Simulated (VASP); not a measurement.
# SnTe (rocksalt type) (Fm-3m) in VASP: further runs, part 2 of 2

VASP 6.6.1.

### 5 Single point, PBEsol

This run uses another cell than the first one, of 31.06 Å³/atom, 1.136 times its volume.

File INCAR:

```
SYSTEM = SnTe
PREC     = Accurate       ! precision mode
ENCUT    = 500            ! plane-wave cutoff, eV
EDIFF    = 1E-6           ! SCF threshold, eV
ISMEAR   = -1             ! smearing method
SIGMA    = 0.08           ! smearing width, eV
LREAL    = .FALSE.        ! projectors in reciprocal space
LASPH    = .TRUE.         ! aspherical terms in the spheres
NELM     = 120            ! most SCF steps
ALGO     = Normal         ! electronic algorithm
ISIF     = 2              ! what is computed and relaxed
LWAVE    = .FALSE.        ! write WAVECAR
LCHARG   = .FALSE.        ! write CHGCAR
GGA      = PS             ! functional
NBANDS   = 17             ! bands
GGA_COMPAT= .FALSE.
```

File KPOINTS:

```
regular mesh
0
G
  11 11 11
  0 0 0
```

File POSCAR:

```
SnTe
1.0
    0.0000000000      3.1433396748      3.1433396748
    3.1433396748      0.0000000000      3.1433396748
    3.1433396748      3.1433396748      0.0000000000
Sn Te
1 1
Direct
    0.0000000000      0.0000000000      0.0000000000
    0.5000000000      0.5000000000      0.5000000000
```

Potentials or basis: VASP PAW PBE potentials, release 64 (Sn_d, Te).

The run is started by

```sh
> cat potpaw_PBE.64/Sn_d/POTCAR potpaw_PBE.64/Te/POTCAR > POTCAR
> mpirun -np 1 vasp_std > vasp.out
```

OUTCAR:

```text
SYSTEM = SnTe
   PREC = Accurate
   ENCUT = 500
   EDIFF = 1E-6
   ISMEAR = -1
   LREAL = .FALSE.
   LASPH = .TRUE.
   NELM = 120
   ISIF = 2
   GGA = PS

 ion  position               nearest neighbor table
   1  0.000  0.000  0.000-   2 3.14   2 3.14   2 3.14   2 3.14   2 3.14   2 3.14
   2  0.500  0.500  0.500-   1 3.14   1 3.14   1 3.14   1 3.14   1 3.14   1 3.14

  LATTYP: Found a face centered cubic cell.
 ALAT       =     6.2866793496

  Lattice vectors:

 A1 = (   0.0000000000,   3.1433396748,   3.1433396748)
 A2 = (   3.1433396748,   0.0000000000,   3.1433396748)
 A3 = (   3.1433396748,   3.1433396748,   0.0000000000)

Analysis of symmetry for initial positions (statically):
=====================================================================
 Subroutine PRICEL returns:
 Original cell was already a primitive cell.

 Routine SETGRP: Setting up the symmetry group for a
 face centered cubic supercell.

 Subroutine GETGRP returns: Found 48 space group operations
 (whereof 48 operations were pure point group operations)
 out of a pool of 48 trial point group operations.

[... 158 lines left out ...]

  energy without entropy =       -8.33799983  energy(sigma->0) =       -8.33893504

 E-fermi :   6.8888     XC(G=0):  -9.6844

 val. band max:        6.7136742399   @ k =   0.4545   0.0000   0.0000
 cond. band min:       7.1531731677   @ k =   0.4545   0.0000   0.0000
 fundamental gap:      0.4394989278
 Fermi energy:         6.8888303671

 k-point     1 :       0.0000    0.0000    0.0000
  band No.  band energies     occupation
      1     -14.8887      2.00000
      2     -14.8887      2.00000
      3     -14.8814      2.00000
      4     -14.8814      2.00000
      5     -14.8814      2.00000
      6      -5.9790      2.00000
[... 457 lines left out ...]
      4     -14.8779      2.00000
      5     -14.8763      2.00000
      6      -5.2777      2.00000
[... 9 lines left out ...]
     16      14.7327      0.00000
     17      14.9005      0.00000

 [... further k-points ...]

------------------------ aborting loop because EDIFF is reached ----------------------------------------

  FORCE on cell =-STRESS in cart. coord.  units (eV):
  Direction    XX          YY          ZZ          XY          YZ          ZX
  --------------------------------------------------------------------------------------
  -------------------------------------------------------------------------------------
  Total        0.0093581      0.0093581      0.0093581      0.0000000      0.0000000      0.0000000
  in kB        0.2413751      0.2413751      0.2413751      0.0000000      0.0000000      0.0000000
  external PRESSURE =       0.2413751 kB  Pullay stress =       0.0000000 kB

 VOLUME and BASIS-vectors are now :
 -----------------------------------------------------------------------------
  energy-cutoff  :      500.00
  volume of cell :       62.12
      direct lattice vectors                 reciprocal lattice vectors
     0.000000000  3.143339675  3.143339675    -0.159066487  0.159066487  0.159066487
     3.143339675  0.000000000  3.143339675     0.159066487 -0.159066487  0.159066487
     3.143339675  3.143339675  0.000000000     0.159066487  0.159066487 -0.159066487

 POSITION                                       TOTAL-FORCE (eV/Angst)
 -----------------------------------------------------------------------------------
      0.00000      0.00000      0.00000        -0.000000      0.000000      0.000000
      3.14334      3.14334      3.14334         0.000000     -0.000000     -0.000000
 -----------------------------------------------------------------------------------
    total drift:                                0.000000     -0.000000     -0.000000

  FREE ENERGIE OF THE ION-ELECTRON SYSTEM (eV)
  ---------------------------------------------------
  free  energy   TOTEN  =        -8.3398702495 eV

  energy  without entropy=       -8.3379998332  energy(sigma->0) =       -8.33893504
```

OSZICAR:

```text
N       E                     dE             d eps       ncg     rms          rms(c)
DAV:   1     0.121561418979E+03    0.12156E+03   -0.94216E+03  1930   0.132E+03
DAV:   2     0.251142803925E+01   -0.11905E+03   -0.11586E+03  2032   0.317E+02
DAV:   3    -0.808508560273E+01   -0.10597E+02   -0.10520E+02  2429   0.861E+01
DAV:   4    -0.838282313900E+01   -0.29774E+00   -0.29753E+00  2231   0.150E+01
DAV:   5    -0.839454896541E+01   -0.11726E-01   -0.11725E-01  2698   0.291E+00    0.478E+00
DAV:   6    -0.834246129429E+01    0.52088E-01   -0.11128E-01  2622   0.262E+00    0.300E+00
DAV:   7    -0.834045407317E+01    0.20072E-02   -0.44513E-02  2437   0.126E+00    0.705E-01
DAV:   8    -0.833982498400E+01    0.62909E-03   -0.68364E-03  2455   0.699E-01    0.157E-01
DAV:   9    -0.833989033002E+01   -0.65346E-04   -0.57049E-04  2575   0.213E-01    0.344E-02
DAV:  10    -0.833987071714E+01    0.19613E-04   -0.72178E-05  2531   0.767E-02    0.198E-02
DAV:  11    -0.833987046169E+01    0.25545E-06   -0.30901E-05  2607   0.461E-02    0.259E-02
DAV:  12    -0.833987024948E+01    0.21221E-06   -0.24993E-06  2015   0.132E-02
   1 F= -.83398702E+01 E0= -.83389350E+01  d E =-.187042E-02
```

stdout:

```text
POSCAR found type information on POSCAR SnTe
 POSCAR found :  2 types and       2 ions
 scaLAPACK will be used
 -----------------------------------------------------------------------------
|                                                                             |
|                                                                             |
|     You enforced a specific xc type in the INCAR file but a different       |
|     I HOPE YOU KNOW WHAT YOU ARE DOING!                                     |
|                                                                             |
 -----------------------------------------------------------------------------

 LDA part: xc-table for (Slater+PW92), standard interpolation
 POSCAR, INCAR and KPOINTS ok, starting setup
 FFT: planning ... GRIDC
 FFT: planning ... GRID_SOFT
 FFT: planning ... GRID
 WAVECAR not read
 entering main loop
```

Wall time 27 s (1 thread of AMD EPYC 9R14 (Zen 4), shared host); peak memory 0.18 GiB.

What came out:

| Item | Value |
| --- | --- |
| Free energy | -8.3399 eV |
| Pressure | 0.0 GPa |

Levels at points of the mesh, in eV from the Fermi level:
```tsv
k point	band 7	band 8	band 9	band 10	band 11	band 12	band 13	band 14
(0.00, 0.00, 0.00)	-4.68	-2.15	-2.15	-2.15	3.35	3.35	3.35	4.71
```

Caveat: this odd mesh misses L, where the gap lies, so gap, dielectric constants and Born charges aren't listed; the PAW data sets were made with another functional, which shifts forces and pressure a little; spin-orbit coupling is left out, which moves the levels of the heavy elements.

### 6 Overview

```tsv
cell	cutoff (eV)	pressure (GPa)
a = 4.260 Å, angles 60.0°, 2 atoms	520	8.0
a = 4.355 Å, angles 60.0°, 2 atoms	520	3.4
a = 4.445 Å, angles 60.0°, 2 atoms	500	0.0
```

Alike in all rows: task single point; level PBEsol; potentials or basis VASP PAW PBE potentials, release 64 (Sn_d, Te); no spin polarisation; k mesh 11 × 11 × 11; smearing fermi-dirac 0.08 eV.

Caveats: the PAW data sets were made with another functional, which shifts forces and pressure a little; spin-orbit coupling is left out, which moves the levels of the heavy elements.

Total energies depend on the potentials used, so only differences within one code and one set of settings carry meaning.
